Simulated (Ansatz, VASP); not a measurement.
# One calculation of CdS, two programs

```
CELL_PARAMETERS angstrom
4.16629 0.00000 0.00000
-2.08315 3.60811 0.00000
0.00000 0.00000 6.66786
ATOMIC_POSITIONS crystal
Cd 0.33333 0.66667 0.99836
Cd 0.66667 0.33333 0.49836
S 0.33333 0.66667 0.37864
S 0.66667 0.33333 0.87864
```

Change from the starting cell: strained cell.

Alike in both runs: functional PBEsol; k mesh 6 × 6 × 4; occupations gaussian, width 0.02 eV; no spin polarisation.

Ansatz relaxed the structure, and its values are those at the end. VASP's run is a single point on that final structure, the one shown.

|  | VASP | Ansatz |
| --- | --- | --- |
| version | VASP 6.6.1 | Ansatz 0.2.0 |
| potentials or method | VASP PAW PBE potentials, release 64 (Cd, S), cutoff 520 eV | scalar-relativistic, plane waves, PAW |
| valence electrons in the cell | 36 | 52 |

Ansatz gave:

```
gap on the k mesh at the Fermi level (eV) : 1.08
least direct gap on the mesh (eV)         : 1.08
pressure (GPa)                            : -0.8
```

Problem. Estimate VASP's values.

Solution. gap on the k mesh at the Fermi level (eV): 1.09; least direct gap on the mesh (eV): 1.09; pressure (GPa): -0.5.

VASP's potentials were made for PBE, not for PBEsol, and Ansatz warns of the same on its side. VASP's potentials hold 36 valence electrons a cell and Ansatz's 52, so a difference there can come from the potentials and not from the codes. Ansatz's warnings: stress scf threshold loose.
